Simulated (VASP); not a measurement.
The system is SrCl2.

```xyz
3
Lattice="-0.0700 3.4977 3.4977 3.4977 -0.0700 3.4977 3.4278 3.4278 0.0000" Properties=species:S:1:pos:R:3 pbc="T T T"
Sr    0.0000    0.0000    0.0000
Cl    1.7139    1.7139    1.7716
Cl    5.1416    5.1416    5.2238
```

This cell differs from its parent crystal: shear xy strain -4.0%.

Base run:

```yaml
Program: VASP 6.6.1
Functional: r2SCAN
Potentials_or_basis: VASP PAW PBE potentials, release 64 (Sr_sv, Cl)
Cutoff: 520 eV
k_mesh: 6 × 6 × 6
Occupations: gaussian, width 0.01 eV
Spin: no spin polarisation
```

Its results: band gap on the k mesh 5.94 eV (least direct gap 5.99 eV); pressure 0.1 GPa.

Problem. The run is repeated on the same cell with these changes: functional from r2SCAN to PBE; occupations from gaussian, width 0.01 eV to fermi-dirac, width 0.02 eV. What comes out?

Solution. Band gap on the k mesh 5.31 eV (least direct gap 5.51 eV); pressure 0.8 GPa.

Caveats: the PAW data sets were made with another functional, which shifts forces and pressure a little (at least some runs).

A k mesh can miss the band edges.
